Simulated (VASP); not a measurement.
# Hg (P1) in VASP: single point with PBE

Aim: the single point of Hg with PBE.

All numbers are computed with VASP 6.6.1; they aren't measurements. Logs are shortened: lines on timing, memory, paths and dates and some standing lists are left out, and cuts for length are marked.

## Step 1: The cell of the first run

The typed cell holds 3 atoms: a = 4.540 Å, b = 4.540 Å, c = 3.870 Å, α = 90.00°, β = 90.00°, γ = 120.00°.

## Step 2: Single point, PBE

File INCAR:

```
PREC     = Accurate       # precision mode
ENCUT    = 550            # plane-wave cutoff, eV
EDIFF    = 1E-6           # SCF threshold, eV
ISMEAR   = 0              # smearing method
SIGMA    = 0.05           # smearing width, eV
LREAL    = F              # projectors in reciprocal space
LASPH    = T              # aspherical terms in the spheres
NELM     = 120            # most SCF steps
ALGO     = Normal         # electronic algorithm
ISIF     = 2              # what is computed and relaxed
LWAVE    = F              # write WAVECAR
LCHARG   = F              # write CHGCAR
GGA      = PE             # functional
NBANDS   = 37             # bands
GGA_COMPAT= F
```

File KPOINTS:

```
Automatic mesh
0
Gamma
  9 9 10
```

File POSCAR:

```
Hg
1.0
    4.5400000000      0.0000000000      0.0000000000
   -2.2700000000      3.9317553332      0.0000000000
    0.0000000000      0.0000000000      3.8700000000
Hg
3
Direct
    0.3485927956      0.6918748528      0.5289260254
    0.0000000000      0.0000000000      0.0000000000
    0.6666666667      0.3333333333      0.5000000000
```

Potentials or basis: VASP PAW PBE potentials, release 64 (Hg_sv_GW).

Launch:

```sh
$ cat potpaw_PBE.64/Hg_sv_GW/POTCAR > POTCAR
$ mpirun -np 1 vasp_std > vasp.out
```

OUTCAR:

```text
PREC = Accurate
   ENCUT = 550
   EDIFF = 1E-6
   ISMEAR = 0
   LREAL = F
   LASPH = T
   NELM = 120
   ISIF = 2
   GGA = PE

 ion  position               nearest neighbor table
   1  0.349  0.692  0.529-   3 2.52   3 2.66   3 2.68   2 3.14   2 3.16   2 3.27   2 3.28   2 3.30

   2  0.000  0.000  0.000-   1 3.14   1 3.16   3 3.26   3 3.26   3 3.26   3 3.26   3 3.26   3 3.26
                             1 3.27   1 3.28   1 3.30
   3  0.667  0.333  0.500-   1 2.52   1 2.66   1 2.68   2 3.26   2 3.26   2 3.26   2 3.26   2 3.26
                             2 3.26

  LATTYP: Found a hexagonal cell.
 ALAT       =     4.5400000000
 C/A-ratio  =     0.8524229075

  Lattice vectors:

 A1 = (   4.5400000000,   0.0000000000,   0.0000000000)
 A2 = (  -2.2700000000,   3.9317553332,   0.0000000000)
 A3 = (   0.0000000000,   0.0000000000,   3.8700000000)

Analysis of symmetry for initial positions (statically):
=====================================================================
 Subroutine PRICEL returns:
 Original cell was already a primitive cell.

 Routine SETGRP: Setting up the symmetry group for a
 hexagonal supercell.

 Subroutine GETGRP returns: Found  1 space group operations
 (whereof  1 operations were pure point group operations)
 out of a pool of 24 trial point group operations.

The static configuration has the point symmetry C_1 .

Analysis of symmetry for dynamics (positions and initial velocities):
=====================================================================
 Subroutine PRICEL returns:
 Original cell was already a primitive cell.

 Routine SETGRP: Setting up the symmetry group for a
 hexagonal supercell.

 Subroutine GETGRP returns: Found  1 space group operations
 (whereof  1 operations were pure point group operations)
 out of a pool of 24 trial point group operations.

The dynamic configuration has the point symmetry C_1 .

 Subroutine INISYM returns: Found  1 space group operations
 (whereof  1 operations are pure point group operations),
 and found     1 'primitive' translations

----------------------------------------------------------------------------------------

                                     Primitive cell

  volume of cell :      69.0802

  direct lattice vectors                    reciprocal lattice vectors
     4.540000000  0.000000000  0.000000000     0.220264317  0.127169663  0.000000000
    -2.270000000  3.931755333  0.000000000     0.000000000  0.254339326  0.000000000
     0.000000000  0.000000000  3.870000000     0.000000000  0.000000000  0.258397933

  length of vectors
     4.540000000  4.540000000  3.870000000     0.254339326  0.254339326  0.258397933

  position of ions in fractional coordinates (direct lattice)
     0.348592796  0.691874853  0.528926025
     0.000000000  0.000000000  0.000000000
     0.666666667  0.333333333  0.500000000

  ion indices of the primitive-cell ions
   primitive index   ion index
                 1           1
                 2           2
                 3           3

----------------------------------------------------------------------------------------

 KPOINTS: Automatic mesh

Automatic generation of k-mesh.
 Grid dimensions read from file:
 generate k-points for:    9    9   10

 Generating k-lattice:

  Cartesian coordinates                     Fractional coordinates (reciprocal lattice)
     0.024473813  0.014129963  0.000000000     0.111111111  0.000000000  0.000000000
     0.000000000  0.028259925  0.000000000     0.000000000  0.111111111  0.000000000
     0.000000000  0.000000000  0.025839793     0.000000000  0.000000000  0.100000000

  Length of vectors
     0.028259925  0.028259925  0.025839793

  Shift w.r.t. Gamma in fractional coordinates (k-lattice)
     0.000000000  0.000000000  0.000000000

 Subroutine IBZKPT returns following result:
 ===========================================

 Found    406 irreducible k-points:

 Following reciprocal coordinates:
            Coordinates               Weight
  0.000000  0.000000  0.000000      1.000000
  0.111111  0.000000  0.000000      2.000000
  0.000000  0.111111  0.000000      2.000000
 -0.111111  0.111111  0.000000      2.000000
  0.222222 -0.000000  0.000000      2.000000
  0.000000  0.222222  0.000000      2.000000
[... 16 lines left out ...]
  0.333333  0.111111  0.000000      2.000000
 -0.111111  0.444444  0.000000      2.000000
 [... further k-points ...]
   k-points           NKPTS =    406   k-points in BZ     NKDIM =    406   number of bands    NBANDS=     37
   number of dos      NEDOS =    301   number of ions     NIONS =      3
   total plane-waves  NPLWV =  38880
   dimension x,y,z NGX =    36 NGY =   36 NGZ =   30
   dimension x,y,z NGXF=    72 NGYF=   72 NGZF=   60
   ions per type =               3
   NGX,Y,Z   is equivalent  to a cutoff of  13.18, 13.18, 12.89 a.u.
   NGXF,Y,Z  is equivalent  to a cutoff of  26.36, 26.36, 25.77 a.u.
 SYSTEM =  unknown system
   PREC   = accura    normal or accurate (medium, high low for compatibility)
   ISTART =      0    job   : 0-new  1-cont  2-samecut
   ICHARG =      2    charge: 1-file 2-atom 10-const
   ISPIN  =      1    spin polarized calculation?
   LNONCOLLINEAR =      F non collinear calculations
   LSORBIT =      F    spin-orbit coupling
   LASPH  =      T    aspherical Exc in radial PAW
   ENCUT  =  550.0 eV  40.42 Ry    6.36 a.u.   8.68  8.68  7.40*2*pi/ulx,y,z
   NELM   =    120;   NELMIN=  2; NELMDL= -5     # of ELM steps
   EDIFF  = 0.1E-05   stopping-criterion for ELM
   LREAL  =      F    real-space projection
[... 7 lines left out ...]
   TEBEG  =    0.0;   TEEND  =   0.0 temperature during run
   PSTRESS=    0.0 pullay stress
   NELECT =      60.0000    total number of electrons
   NUPDOWN=      -1.0000    fix difference up-down
   EMIN   =  10.00;   EMAX   =-10.00  energy-range for DOS
   EFERMI =   0.00;   METHOD = LEGACY
   ISMEAR =     0;   SIGMA  =   0.05  broadening in eV -4-tet -1-fermi 0-gaus
   EFERMI_NEDOS =   21; number of points for ismear=-14 and -15
   IALGO  =     38    algorithm
   IMIX   =      4    mixing-type and parameters
     AMIX     =   0.40;   BMIX     =  1.00
     AMIX_MAG =   1.60;   BMIX_MAG =  1.00
  volume/ion in A,a.u.               =      23.03       155.39
  Fermi-wavevector in a.u.,A,eV,Ry     =   1.561975  2.951705 33.195041  2.439767
  Thomas-Fermi vector in A             =   2.664962
   LORBIT       =      0    0 simple, 1 ext, 2 COOP (PROOUT), +10 PAW based schemes
   GGA     = PE    functional components
   LHFCALC =     F    Hartree Fock is set to
   AEXX    =    0.0000 exact exchange contribution
   IVDW    =     0    specifies the selected vdW correction
   LEPSILON=     F    determine dielectric tensor
   LRPA    =     F    only Hartree local field effects (RPA)
 non-spin polarized calculation
 Gauss-broadening in eV      SIGMA  =   0.05
  energy-cutoff  :      550.00
  volume of cell :       69.08
 maximum number of plane-waves:      2045
   NGX = 17   NGY = 17   NGZ = 15

 number of electron      60.0000010 magnetization

 Free energy of the ion-electron system (eV)
  ---------------------------------------------------
  ext. energy  EPLUGINS =         0.00000000
  ---------------------------------------------------
  free energy    TOTEN  =         0.45077288 eV

  energy without entropy =        0.45210459  energy(sigma->0) =        0.45143874

 E-fermi :   6.5853     XC(G=0): -11.3887

 val. band max:        6.5804868052   @ k =  -0.2222   0.2222   0.4000
 cond. band min:       6.5866613249   @ k =   0.3333   0.1111   0.4000
 fundamental gap:      0.0061745197
 Fermi energy:         6.5853259915

 k-point     1 :       0.0000    0.0000    0.0000
  band No.  band energies     occupation
      1    -109.0553      2.00000
      2    -109.0356      2.00000
      3    -108.4812      2.00000
      4     -57.5617      2.00000
      5     -57.4653      2.00000
      6     -57.3530      2.00000
[... 29 lines left out ...]
     36      14.4400      0.00000
     37      18.9251      0.00000

 k-point     2 :       0.1111    0.0000    0.0000
  band No.  band energies     occupation
      1    -109.0550      2.00000
      2    -109.0359      2.00000
      3    -108.4812      2.00000
      4     -57.5610      2.00000
      5     -57.4635      2.00000
      6     -57.3523      2.00000
[... 29 lines left out ...]
     36      14.6277      0.00000
     37      18.2672      0.00000

 k-point     3 :       0.0000    0.1111    0.0000
  band No.  band energies     occupation
      1    -109.0548      2.00000
      2    -109.0361      2.00000
      3    -108.4812      2.00000
      4     -57.5576      2.00000
      5     -57.4676      2.00000
      6     -57.3520      2.00000
[... 29 lines left out ...]
     36      14.6128      0.00000
     37      18.1779      0.00000

 k-point     4 :      -0.1111    0.1111    0.0000
  band No.  band energies     occupation
      1    -109.0549      2.00000
      2    -109.0360      2.00000
      3    -108.4812      2.00000
      4     -57.5604      2.00000
      5     -57.4642      2.00000
      6     -57.3522      2.00000
[... 29 lines left out ...]
     36      14.6249      0.00000
     37      18.1773      0.00000
[... 683 lines left out ...]
      1    -109.0534      2.00000
      2    -109.0375      2.00000
      3    -108.4812      2.00000
      4     -57.5608      2.00000
      5     -57.4473      2.00000
      6     -57.3705      2.00000
[... 29 lines left out ...]
     36      15.8983      0.00000
     37      15.9848      0.00000

 k-point    23 :       0.3333    0.1111    0.0000
  band No.  band energies     occupation
      1    -109.0519      2.00000
      2    -109.0390      2.00000
      3    -108.4812      2.00000
      4     -57.5538      2.00000
      5     -57.4462      2.00000
      6     -57.3780      2.00000
[... 29 lines left out ...]
     36      15.2302      0.00000
     37      15.7109      0.00000

 k-point    24 :      -0.1111    0.4444    0.0000
  band No.  band energies     occupation
      1    -109.0503      2.00000
      2    -109.0406      2.00000
      3    -108.4812      2.00000
      4     -57.5295      2.00000
      5     -57.4751      2.00000
      6     -57.3716      2.00000
[... 29 lines left out ...]
     36      15.2635      0.00000
     37      15.7569      0.00000

 [... further k-points ...]
[... 5 lines left out ...]
  --------------------------------------------------------------------------------------
  -------------------------------------------------------------------------------------
  Total        6.1293007      9.5947164      1.7178222     -0.1816066     -0.0758523      0.0056830
  in kB      142.1569872    222.5304379     39.8414821     -4.2120052     -1.7592440      0.1318051
  external PRESSURE =     134.8429691 kB  Pullay stress =       0.0000000 kB

 VOLUME and BASIS-vectors are now :
 -----------------------------------------------------------------------------
  energy-cutoff  :      550.00
  volume of cell :       69.08
      direct lattice vectors                 reciprocal lattice vectors
     4.540000000  0.000000000  0.000000000     0.220264317  0.127169663  0.000000000
    -2.270000000  3.931755333  0.000000000     0.000000000  0.254339326  0.000000000
     0.000000000  0.000000000  3.870000000     0.000000000  0.000000000  0.258397933

 POSITION                                       TOTAL-FORCE (eV/Angst)
 -----------------------------------------------------------------------------------
      0.01206      2.72028      2.04694        -0.103662     -1.329743      0.169526
      0.00000      0.00000      0.00000         0.015530      0.081930      0.120338
      2.27000      1.31059      1.93500         0.088131      1.247813     -0.289864
 -----------------------------------------------------------------------------------
    total drift:                               -0.000321      0.000271     -0.000366

  FREE ENERGIE OF THE ION-ELECTRON SYSTEM (eV)
  ---------------------------------------------------
  free  energy   TOTEN  =         0.4507728827 eV

  energy  without entropy=        0.4521045933  energy(sigma->0) =        0.45143874
```

Run time: 6.7 min. Hardware: 1 thread of Intel Xeon 6975P-C (Granite Rapids), shared host; peak memory 0.94 GiB.

Results:

| Quantity | Value |
| --- | --- |
| Free energy | 0.4508 eV |
| Pressure | 13.5 GPa |
| Largest force | 1.345 eV/Å |
| Band gap on the k mesh | zero (bands 30 and 31 overlap by 5.78 eV) |

Forces on the atoms (eV/Å):
```
Hg  -0.104 -1.330  0.170
Hg   0.016  0.082  0.120
Hg   0.088  1.248 -0.290
```

Stress tensor (GPa, compression positive):
```
14.22 -0.42  0.01
-0.42 22.25 -0.18
 0.01 -0.18  3.98
```

Levels at points of the mesh, in eV from the Fermi level:
| k point | band 26 | band 27 | band 28 | band 29 | band 30 | band 31 | band 32 | band 33 | band 34 | band 35 |
| --- | --- | --- | --- | --- | --- | --- | --- | --- | --- | --- |
| (0.00, 0.00, 0.00) | -6.74 | -6.05 | -6.04 | 0.33 | 1.80 | 2.66 | 3.33 | 3.56 | 3.80 | 3.99 |
| (0.00, 0.00, 0.50) | -6.18 | -6.16 | -6.10 | -5.26 | 3.93 | 4.16 | 4.36 | 4.71 | 5.25 | 5.40 |

Caveat: the stress differs along the axes, from 4 to 22 GPa; spin-orbit coupling is left out, which moves the levels of the heavy elements; forces of over 1 eV/Å act on the atoms, so gaps and moduli don't describe the material at rest.
